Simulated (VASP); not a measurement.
Here is a VASP 6.6.1 calculation.

INCAR

```
PREC = Accurate
ENCUT = 600
EDIFF = 1E-6
ISMEAR = -1
SIGMA = 0.05
LREAL = False
LASPH = True
NELM = 80
ALGO = Normal
ISIF = 3
LWAVE = False
LCHARG = False
GGA = B5
ALDAX = 1.0
AGGAX = 1.0
AGGAC = 1.0
ALDAC = 0.0
IVDW = 13
VDW_S6 = 1.0
VDW_S8 = 2.34076671
VDW_A1 = 0.44488865
VDW_A2 = 4.0933009
IBRION = 2
NSW = 80
EDIFFG = -0.01
```

Contents of KPOINTS:

```
regular mesh
0
Gamma
  10 10 6
```

The input POSCAR:

```
Ti
1.0
    2.9500000000      0.0000000000      0.0000000000
   -1.4750000000      2.5547749412      0.0000000000
    0.0000000000      0.0000000000      4.6800000000
Ti
2
Direct
    0.6666666667      0.3333333333      0.7500000000
    0.3333333333      0.6666666667      0.2500000000
```

Potentials or basis: VASP PAW PBE potentials, release 64 (Ti_sv).

Run with:

```console
$ cat potpaw_PBE.64/Ti_sv/POTCAR > POTCAR
$ mpirun -np 1 vasp_std > vasp.out
```

Task: Estimate the relaxed volume.

Result: 17.21 Å³/atom.

Task: What does it give for the dispersion energy per atom?

Result: -0.380 eV.

Final structure:
```cif
data_structure
_symmetry_space_group_name_H-M 'P 1'
_symmetry_Int_Tables_number 1
_cell_length_a 2.9318
_cell_length_b 2.9318
_cell_length_c 4.6229
_cell_angle_alpha 90.000
_cell_angle_beta 90.000
_cell_angle_gamma 120.000
_cell_volume 34.41
loop_
_atom_site_label
_atom_site_type_symbol
_atom_site_fract_x
_atom_site_fract_y
_atom_site_fract_z
_atom_site_occupancy
Ti1 Ti 0.66667 0.33333 0.75000 1
Ti2 Ti 0.33333 0.66667 0.25000 1
```

Caveat: the PAW data sets were made with another functional, which shifts forces and pressure a little; pairwise dispersion overbinds metals, which lowers pressure and volume.
